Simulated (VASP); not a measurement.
Input of a VASP 6.6.1 run:

INCAR

```
ALGO = Normal
EDIFF = 1E-6
ENCUT = 520
GGA = PE
ISIF = 2
ISMEAR = 0
LASPH = T
LCHARG = F
LREAL = F
LWAVE = F
NBANDS = 19
NELM = 60
PREC = Accurate
SIGMA = 0.1
```

The input KPOINTS:

```
k-points
0
Gamma
  6 6 4
```

POSCAR

```
Al5N
1.0
    4.2709130700      0.0000000000      0.0000000000
   -2.1354565400      3.6987192200      0.0000000000
    0.0000000000      0.0000000000      5.7975542500
Al N
5 1
Direct
    0.6666666700      0.3333333300      0.7959949400
    0.0000000000      0.0000000000      0.0000000000
    0.6666666700      0.3333333300      0.2040050600
    0.3333333300      0.6666666700      0.2040050600
    0.3333333300      0.6666666700      0.7959949400
    0.0000000000      0.0000000000      0.5000000000
```

Potentials or basis: VASP PAW PBE potentials, release 64 (Al, N).

The run is started by

```console
$ cat potpaw_PBE.64/Al/POTCAR potpaw_PBE.64/N/POTCAR > POTCAR
$ mpirun -np 1 vasp_std > vasp.out
```

Q: Predict the band gap on the k mesh.

A: Zero (bands 10 and 11 overlap by 1.68 eV).

Q: Predict the largest force.

A: 3.047 eV/Å.

Q: What does it give for the pressure?

A: 13.8 GPa.

Forces on the atoms (eV/Å):
```
Al   0.000  0.000 -3.047
Al   0.000  0.000  0.000
Al   0.000  0.000  3.047
Al   0.000  0.000  3.047
Al   0.000  0.000 -3.047
N    0.000  0.000  0.000
```

Caveat: the stress differs along the axes, from 9 to 16 GPa; forces of over 1 eV/Å act on the atoms, so gaps and moduli don't describe the material at rest.
